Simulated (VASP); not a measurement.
Here is a VASP 6.6.1 calculation.

INCAR

```
ALGO     = Fast           # electronic algorithm
EDIFF    = 1E-6           # SCF threshold, eV
EDIFFG   = -0.01          # ionic threshold
ENCUT    = 600            # plane-wave cutoff, eV
GGA      = PE             # functional
IBRION   = 2              # ionic algorithm
ISIF     = 3              # what is computed and relaxed
ISMEAR   = 0              # smearing method
LASPH    = True           # aspherical terms in the spheres
LCHARG   = False          # write CHGCAR
LREAL    = False          # projectors in reciprocal space
LWAVE    = False          # write WAVECAR
NELM     = 60             # most SCF steps
NSW      = 100            # ionic steps
PREC     = Accurate       # precision mode
SIGMA    = 0.1            # smearing width, eV
```

KPOINTS

```
k-points
0
Gamma
  12 12 20
```

The input POSCAR:

```
Ga
1.0
    4.4610547946      0.0000000000      0.0000000000
   -2.2305273973      3.8633867798      0.0000000000
    0.0000000000      0.0000000000      2.7284562227
Ga
2
Direct
    0.3333333333      0.6666666667      0.5000000000
    0.6666666667      0.3333333333      0.5000000000
```

Potentials or basis: VASP PAW PBE potentials, release 64 (Ga_d).

Command:

```sh
$ cat potpaw_PBE.64/Ga_d/POTCAR > POTCAR
$ mpirun -np 1 vasp_std > vasp.out
```

(1) Predict the space group after relaxing (to 0.1 Å).

(2) What does it give for the relaxed cell?

Answers

(1) P6/mmm (No. 191).

(2) a = 4.453 Å, b = 4.453 Å, c = 2.765 Å, α = 90.00°, β = 90.00°, γ = 120.00°.
